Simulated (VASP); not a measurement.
# ZnS (F-43m) in VASP: settings compared, part 2 of 2

VASP 6.6.1. Earlier steps stand in the parts before.

## Step 3: Single point, revPBE

The input, INCAR:

```
SYSTEM = ZnS
PREC = Accurate
ENCUT = 520
EDIFF = 1E-6
ISMEAR = 0
SIGMA = 0.1
LREAL = .False.
LASPH = .True.
NELM = 80
ALGO = Normal
ISIF = 2
LWAVE = .False.
LCHARG = .False.
GGA = RE
NBANDS = 16
ISYM = 0
```

The input, KPOINTS:

```
Automatic mesh
0
Gamma
  4 4 4
  0.76 0.87 0.28
```

The input, POSCAR:

```
ZnS
1.0
    0.0000000000      2.6936828773      2.6936828773
    2.6936828773      0.0000000000      2.6936828773
    2.6936828773      2.6936828773      0.0000000000
Zn S
1 1
Direct
    0.0000000000      0.0000000000      0.0000000000
    0.2500000000      0.2500000000      0.2500000000
```

Potentials or basis: VASP PAW PBE potentials, release 64 (Zn, S).

Command:

```console
$ cat potpaw_PBE.64/Zn/POTCAR potpaw_PBE.64/S/POTCAR > POTCAR
$ mpirun -np 1 vasp_std > vasp.out
```

OUTCAR:

```text
SYSTEM = ZnS
   PREC = Accurate
   ENCUT = 520
   EDIFF = 1E-6
   ISMEAR = 0
   LREAL = .False.
   LASPH = .True.
   NELM = 80
   ISIF = 2
   GGA = RE
   ISYM = 0

 ion  position               nearest neighbor table
   1  0.000  0.000  0.000-   2 2.33   2 2.33   2 2.33   2 2.33
   2  0.250  0.250  0.250-   1 2.33   1 2.33   1 2.33   1 2.33

IMPORTANT INFORMATION: All symmetrisations will be switched off!
NOSYMM: (Re-)initialisation of all symmetry stuff for point group C_1.

----------------------------------------------------------------------------------------

                                     Primitive cell

  volume of cell :      39.0903

  direct lattice vectors                    reciprocal lattice vectors
     0.000000000  2.693682877  2.693682877    -0.185619474  0.185619474  0.185619474
     2.693682877  0.000000000  2.693682877     0.185619474 -0.185619474  0.185619474
     2.693682877  2.693682877  0.000000000     0.185619474  0.185619474 -0.185619474

  length of vectors
     3.809442858  3.809442858  3.809442858     0.321502361  0.321502361  0.321502361

  position of ions in fractional coordinates (direct lattice)
     0.000000000  0.000000000  0.000000000
     0.250000000  0.250000000  0.250000000

  ion indices of the primitive-cell ions
   primitive index   ion index
                 1           1
                 2           2

----------------------------------------------------------------------------------------

 KPOINTS: Automatic mesh

Automatic generation of k-mesh.
 Grid dimensions read from file:
 generate k-points for:    4    4    4

 Generating k-lattice:

  Cartesian coordinates                     Fractional coordinates (reciprocal lattice)
    -0.046404869  0.046404869  0.046404869     0.250000000  0.000000000  0.000000000
     0.046404869 -0.046404869  0.046404869     0.000000000  0.250000000  0.000000000
     0.046404869  0.046404869 -0.046404869     0.000000000  0.000000000  0.250000000

  Length of vectors
     0.080375590  0.080375590  0.080375590

  Shift w.r.t. Gamma in fractional coordinates (k-lattice)
     0.760000000  0.870000000  0.280000000

 Subroutine IBZKPT returns following result:
 ===========================================

 Found   1536 irreducible k-points:

 Following reciprocal coordinates:
            Coordinates               Weight
 -0.060000 -0.032500  0.070000      2.000000
  0.070000 -0.060000 -0.032500      2.000000
 -0.032500  0.070000 -0.060000      2.000000
 -0.032500 -0.102500  0.027500      2.000000
 -0.060000 -0.027500 -0.130000      2.000000
  0.070000  0.130000  0.102500      2.000000
[... 16 lines left out ...]
  0.032500  0.060000 -0.070000      2.000000
 -0.070000  0.032500  0.060000      2.000000
 [... further k-points ...]
   k-points           NKPTS =   1536   k-points in BZ     NKDIM =   1536   number of bands    NBANDS=     16
   number of dos      NEDOS =    301   number of ions     NIONS =      2
   total plane-waves  NPLWV =  21952
   dimension x,y,z NGX =    28 NGY =   28 NGZ =   28
   dimension x,y,z NGXF=    56 NGYF=   56 NGZF=   56
   ions per type =               1   1
   NGX,Y,Z   is equivalent  to a cutoff of  12.22, 12.22, 12.22 a.u.
   NGXF,Y,Z  is equivalent  to a cutoff of  24.44, 24.44, 24.44 a.u.
 SYSTEM =  ZnS
   PREC   = accura    normal or accurate (medium, high low for compatibility)
   ISTART =      0    job   : 0-new  1-cont  2-samecut
   ICHARG =      2    charge: 1-file 2-atom 10-const
   ISPIN  =      1    spin polarized calculation?
   LNONCOLLINEAR =      F non collinear calculations
   LSORBIT =      F    spin-orbit coupling
   LASPH  =      T    aspherical Exc in radial PAW
   ENCUT  =  520.0 eV  38.22 Ry    6.18 a.u.   7.08  7.08  7.08*2*pi/ulx,y,z
   NELM   =     80;   NELMIN=  2; NELMDL= -5     # of ELM steps
   EDIFF  = 0.1E-05   stopping-criterion for ELM
   LREAL  =      F    real-space projection
   EDIFFG = 0.1E-04   stopping-criterion for IOM
   NSW    =      0    number of steps for IOM
   IBRION =     -1    ionic relax: 0-MD 1-quasi-New 2-CG
   NFREE  =      0    steps in history (QN), initial steepest desc. (CG)
   ISIF   =      2    stress and relaxation
   ISYM   =      0    0-nonsym 1-usesym 2-fastsym
   POTIM  = 0.5000    time-step for ionic-motion
   TEBEG  =    0.0;   TEEND  =   0.0 temperature during run
   PSTRESS=    0.0 pullay stress
   NELECT =      18.0000    total number of electrons
   NUPDOWN=      -1.0000    fix difference up-down
   EMIN   =  10.00;   EMAX   =-10.00  energy-range for DOS
   EFERMI =   0.00;   METHOD = LEGACY
   ISMEAR =     0;   SIGMA  =   0.10  broadening in eV -4-tet -1-fermi 0-gaus
   EFERMI_NEDOS =   21; number of points for ismear=-14 and -15
   IALGO  =     38    algorithm
   IMIX   =      4    mixing-type and parameters
     AMIX     =   0.40;   BMIX     =  1.00
     AMIX_MAG =   1.60;   BMIX_MAG =  1.00
  volume/ion in A,a.u.               =      19.55       131.90
  Fermi-wavevector in a.u.,A,eV,Ry     =   1.264181  2.388955 21.744194  1.598153
  Thomas-Fermi vector in A             =   2.397499
   LORBIT       =      0    0 simple, 1 ext, 2 COOP (PROOUT), +10 PAW based schemes
   GGA     = RE    functional components
   LHFCALC =     F    Hartree Fock is set to
   AEXX    =    0.0000 exact exchange contribution
   IVDW    =     0    specifies the selected vdW correction
   LEPSILON=     F    determine dielectric tensor
   LRPA    =     F    only Hartree local field effects (RPA)
 non-spin polarized calculation
 Gauss-broadening in eV      SIGMA  =   0.10
  energy-cutoff  :      520.00
  volume of cell :       39.09
 maximum number of plane-waves:      1062
   NGX = 15   NGY = 15   NGZ = 15

 number of electron      18.0000006 magnetization

 Free energy of the ion-electron system (eV)
  ---------------------------------------------------
  ext. energy  EPLUGINS =         0.00000000
  ---------------------------------------------------
  free energy    TOTEN  =        -6.25776003 eV

  energy without entropy =       -6.25776003  energy(sigma->0) =       -6.25776003

 E-fermi :   2.6220     XC(G=0):  -9.5153

 val. band max:        2.1717367497   @ k =   0.0700   0.1300   0.1025
 cond. band min:       5.2859732366   @ k =  -0.0700   0.0325   0.0600
 fundamental gap:      3.1142364869
 Fermi energy:         2.6220262655

 k-point     1 :      -0.0600   -0.0325    0.0700
  band No.  band energies     occupation
      1     -10.8241      2.00000
      2      -4.0717      2.00000
      3      -4.0490      2.00000
      4      -4.0447      2.00000
      5      -3.5602      2.00000
      6      -3.5500      2.00000
[... 8 lines left out ...]
     15      13.8557      0.00000
     16      15.1397      0.00000

 k-point     2 :       0.0700   -0.0600   -0.0325
  band No.  band energies     occupation
      1     -10.8241      2.00000
      2      -4.0717      2.00000
      3      -4.0490      2.00000
      4      -4.0447      2.00000
      5      -3.5602      2.00000
      6      -3.5500      2.00000
[... 8 lines left out ...]
     15      13.8557      0.00000
     16      15.1397      0.00000

 k-point     3 :      -0.0325    0.0700   -0.0600
  band No.  band energies     occupation
      1     -10.8241      2.00000
      2      -4.0717      2.00000
      3      -4.0490      2.00000
      4      -4.0447      2.00000
      5      -3.5602      2.00000
      6      -3.5500      2.00000
[... 8 lines left out ...]
     15      13.8557      0.00000
     16      15.1397      0.00000

 k-point     4 :      -0.0325   -0.1025    0.0275
  band No.  band energies     occupation
      1     -10.8241      2.00000
      2      -4.0717      2.00000
      3      -4.0490      2.00000
      4      -4.0447      2.00000
      5      -3.5602      2.00000
      6      -3.5500      2.00000
[... 8 lines left out ...]
     15      13.8557      0.00000
     16      15.1397      0.00000
[... 324 lines left out ...]
 k-point    22 :       0.0600   -0.0700    0.0325
  band No.  band energies     occupation
      1     -10.8241      2.00000
      2      -4.0717      2.00000
      3      -4.0490      2.00000
      4      -4.0447      2.00000
      5      -3.5602      2.00000
      6      -3.5500      2.00000
[... 8 lines left out ...]
     15      13.8557      0.00000
     16      15.1397      0.00000

 k-point    23 :       0.0325    0.0600   -0.0700
  band No.  band energies     occupation
      1     -10.8241      2.00000
      2      -4.0717      2.00000
      3      -4.0490      2.00000
      4      -4.0447      2.00000
      5      -3.5602      2.00000
      6      -3.5500      2.00000
[... 8 lines left out ...]
     15      13.8557      0.00000
     16      15.1397      0.00000

 k-point    24 :      -0.0700    0.0325    0.0600
  band No.  band energies     occupation
      1     -10.8241      2.00000
      2      -4.0717      2.00000
      3      -4.0490      2.00000
      4      -4.0447      2.00000
      5      -3.5602      2.00000
      6      -3.5500      2.00000
[... 8 lines left out ...]
     15      13.8557      0.00000
     16      15.1397      0.00000

 [... further k-points ...]
[... 5 lines left out ...]
  --------------------------------------------------------------------------------------
  -------------------------------------------------------------------------------------
  Total        1.0612006      1.0612007      1.0612010      0.0000345      0.0000338      0.0000329
  in kB       43.4949327     43.4949382     43.4949503      0.0014147      0.0013843      0.0013482
  external PRESSURE =      43.4949404 kB  Pullay stress =       0.0000000 kB

 VOLUME and BASIS-vectors are now :
 -----------------------------------------------------------------------------
  energy-cutoff  :      520.00
  volume of cell :       39.09
      direct lattice vectors                 reciprocal lattice vectors
     0.000000000  2.693682877  2.693682877    -0.185619474  0.185619474  0.185619474
     2.693682877  0.000000000  2.693682877     0.185619474 -0.185619474  0.185619474
     2.693682877  2.693682877  0.000000000     0.185619474  0.185619474 -0.185619474

 POSITION                                       TOTAL-FORCE (eV/Angst)
 -----------------------------------------------------------------------------------
      0.00000      0.00000      0.00000        -0.000023     -0.000023     -0.000023
      1.34684      1.34684      1.34684         0.000023      0.000023      0.000023
 -----------------------------------------------------------------------------------
    total drift:                               -0.000005     -0.000005     -0.000005

  FREE ENERGIE OF THE ION-ELECTRON SYSTEM (eV)
  ---------------------------------------------------
  free  energy   TOTEN  =        -6.2577600279 eV

  energy  without entropy=       -6.2577600279  energy(sigma->0) =       -6.25776003
```

stdout:

```text
POSCAR found type information on POSCAR ZnS
 POSCAR found :  2 types and       2 ions
 scaLAPACK will be used
 -----------------------------------------------------------------------------
|                                                                             |
|                                                                             |
|     You enforced a specific xc type in the INCAR file but a different       |
|     I HOPE YOU KNOW WHAT YOU ARE DOING!                                     |
|                                                                             |
 -----------------------------------------------------------------------------

 LDA part: xc-table for (Slater+PW92), standard interpolation
 POSCAR, INCAR and KPOINTS ok, starting setup
 FFT: planning ... GRIDC
 FFT: planning ... GRID_SOFT
 FFT: planning ... GRID
 WAVECAR not read
 entering main loop
```

Run time: 7.3 min. Hardware: 1 thread of Intel Xeon Platinum 8488C (Sapphire Rapids), shared host; peak memory 0.92 GiB.

Results:

| Property | Result |
| --- | --- |
| Free energy | -6.2578 eV |
| Pressure | 4.3 GPa |
| Band gap on the k mesh | 3.11 eV, direct |

Levels at points of the mesh, in eV from the valence-band top:
| k point | band 5 | band 6 | band 7 | band 8 | band 9 | band 10 | band 11 | band 12 | band 13 | band 14 |
| --- | --- | --- | --- | --- | --- | --- | --- | --- | --- | --- |
| (-0.06, -0.03, 0.07) | -5.73 | -5.72 | -0.76 | -0.14 | 0.00 | 3.11 | 6.29 | 6.76 | 6.88 | 11.01 |

Caveat: the PAW data sets were made with another functional, which shifts forces and pressure a little. Expect the measured gap to be larger: semilocal functionals such as revPBE lack the derivative discontinuity.
